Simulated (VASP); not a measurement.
Write the native input for VASP 6.6.1 that does the following.

| Quantity | Value |
| --- | --- |
| Task | single point |
| Functional | revPBE |
| Potentials or basis | VASP PAW PBE potentials, release 64 (Pt) |
| Cutoff | 520 eV |
| k mesh | 16 × 16 × 16 |
| Occupations | fermi-dirac, width 0.1 eV |
| Spin | no spin polarisation |
| Dipole correction | no |
| Further INCAR settings | ALGO = Normal; EDIFF = 1e-06; NBANDS = 11 |

The structure of Pt lies in POSCAR:

```
Pt
1.0
   -1.5227910441      1.5227910441      1.5227910441
    1.5227910441     -1.5227910441      1.5227910441
    1.5227910441      1.5227910441     -1.5227910441
Pt
1
Direct
    0.0000000000      0.0000000000      0.0000000000
```

This cell differs from its parent crystal: volume scaled by 0.88.

One way to write it, as run:

INCAR

```
PREC = Accurate
ENCUT = 520
EDIFF = 1E-6
ISMEAR = -1
SIGMA = 0.1
LREAL = False
LASPH = True
NELM = 60
ALGO = Normal
ISIF = 2
LWAVE = False
LCHARG = False
GGA = RE
NBANDS = 11
```

KPOINTS

```
regular mesh
0
Gamma
  16 16 16
```

Potentials or basis: VASP PAW PBE potentials, release 64 (Pt).

Run with:

```sh
$ cat potpaw_PBE.64/Pt/POTCAR > POTCAR
$ mpirun -np 1 vasp_std > vasp.out
```

It gave:

The pressure is 39.9 GPa and the band gap on the k mesh is zero (band 5 reaches 13.59 eV, above the bottom of band 6 at 10.99 eV).

Caveat: the PAW data sets were made with another functional, which shifts forces and pressure a little; spin-orbit coupling is left out, which moves the levels of the heavy elements.

Wall time 30 s on 1 thread of AMD EPYC 7R43 64-Core Processor (Zen 3), on a shared host, peak memory 0.11 GiB.
